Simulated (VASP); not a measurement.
HoO3: single point with PBE

The system is HoO3.

```
Ho O
1.0
     4.41203    0.00000    0.00000
     0.00000    4.41203    0.00000
     0.00000    0.00000    4.41203
Ho O
1 3
Direct
  0.50000 0.50000 0.50000
  0.50000 0.50000 0.00000
  0.00000 0.50000 0.50000
  0.50000 0.00000 0.50000
```

| Quantity | Value |
| --- | --- |
| Program | VASP 6.6.1 |
| Task | single point |
| Functional | PBE |
| Potentials or basis | VASP PAW PBE potentials, release 64 (Ho_3, O), 4f in core |
| Cutoff | 520 eV |
| k mesh | 10 × 10 × 10 |
| Occupations | gaussian, width 0.1 eV |
| Spin | no spin polarisation |
| Dipole correction | no |
| k mesh for the DOS | 15 × 15 × 15 |
| Mended | yes |
| Occupations for the DOS | tetrahedron |
| Further INCAR settings | ALGO = Normal; EDIFF = 1e-06 |

```yaml
Valence_electrons_inside_the_program's_atomic_spheres: Ho 8.79; O 4.82
```

Levels at points of the mesh, in eV from the Fermi level:
| k point | band 9 | band 10 | band 11 | band 12 | band 13 | band 14 | band 15 | band 16 | band 17 |
| --- | --- | --- | --- | --- | --- | --- | --- | --- | --- |
| (0.00, 0.00, 0.00) | -0.65 | -0.16 | -0.16 | -0.16 | 0.16 | 0.16 | 0.16 | 6.73 | 7.29 |

Wall time 69 s on 1 thread of Intel(R) Xeon(R) 6975P-C (Granite Rapids), with other jobs on the host, peak memory 0.31 GiB.

Caveat: spin-orbit coupling is left out, which moves the levels of the heavy elements; the 4f electrons are frozen in the core, so they carry no moment and show no levels; an odd number of electrons without spin polarisation forces a metal; a magnetic or distorted state may lie lower; the run has no spin polarisation, though such a crystal can be magnetic. Spin polarisation is off, so any magnetic state and its effect on volume and gap are missing.
